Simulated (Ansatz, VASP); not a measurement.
**ZrS in VASP and in Ansatz**

The input POSCAR:

```
ZrS
1.0
    0.0000000000      2.6250000000      2.6250000000
    2.6250000000      0.0000000000      2.6250000000
    2.6250000000      2.6250000000      0.0000000000
Zr S
1 1
Direct
    0.0000000000      0.0000000000      0.0000000000
    0.5000000000      0.5000000000      0.5000000000
```

The input INCAR.step1:

```
SYSTEM = ZrS
PREC = Accurate ; ENCUT = 520
ISMEAR = 0 ; SIGMA = 0.1
LREAL = .FALSE. ; LASPH = .TRUE.
NELM = 100 ; NBANDS = 16
GGA = PE ; ALGO = Normal
EDIFF = 1E-4 ; LWAVE = .TRUE.
LCHARG = .FALSE.
```

The input INCAR.step2:

```
SYSTEM = ZrS
PREC = Accurate ; ENCUT = 520
EDIFF = 1E-6 ; ISMEAR = 0
SIGMA = 0.1 ; LREAL = .FALSE.
LASPH = .TRUE. ; NELM = 100
ALGO = Normal ; ISIF = 2
LWAVE = .FALSE. ; LCHARG = .FALSE.
METAGGA = R2SCAN ; LMIXTAU = .TRUE.
NBANDS = 16 ; ISTART = 1
```

The input KPOINTS:

```
regular mesh
0
G
  20 20 20
  0 0 0
```

Input for Ansatz:

```yaml
crystal:
  lattice:
    - [0.0, 2.625, 2.625]
    - [2.625, 0.0, 2.625]
    - [2.625, 2.625, 0.0]
  atoms:
    - { symbol: Zr, position: [0.0, 0.0, 0.0] }
    - { symbol: S, position: [0.5, 0.5, 0.5] }
basis:
  ecutwfc: 500
kpoints:
  mp_grid: { grid: [20, 20, 20] }
hamiltonian:
  xc: r2scan
scf:
  occupations: { method: gaussian, width: 0.1 }
output:
  forces: true
  stress: true
  eigenvalues: true
```

Alike in both runs: task single point; functional r2SCAN; k mesh 20 × 20 × 20; occupations gaussian, width 0.1 eV; no spin polarisation.

|  | VASP | Ansatz |
| --- | --- | --- |
| version | VASP 6.6.1 | Ansatz 0.2.0 |
| potentials or method | VASP PAW PBE potentials, release 64 (Zr_sv, S), cutoff 520 eV | scalar-relativistic, plane waves, PAW |
| valence electrons in the cell | 18 | 18 |

|  | VASP | Ansatz | Ansatz less VASP |
| --- | --- | --- | --- |
| gap on the k mesh at the Fermi level (eV) | none | none | - |
| pressure (GPa) | -2.0 | -2.0 | +0.02 |

VASP's potentials were made for PBE, not for r2SCAN. A gap of «none» marks a metal or a gap that the smearing closes.
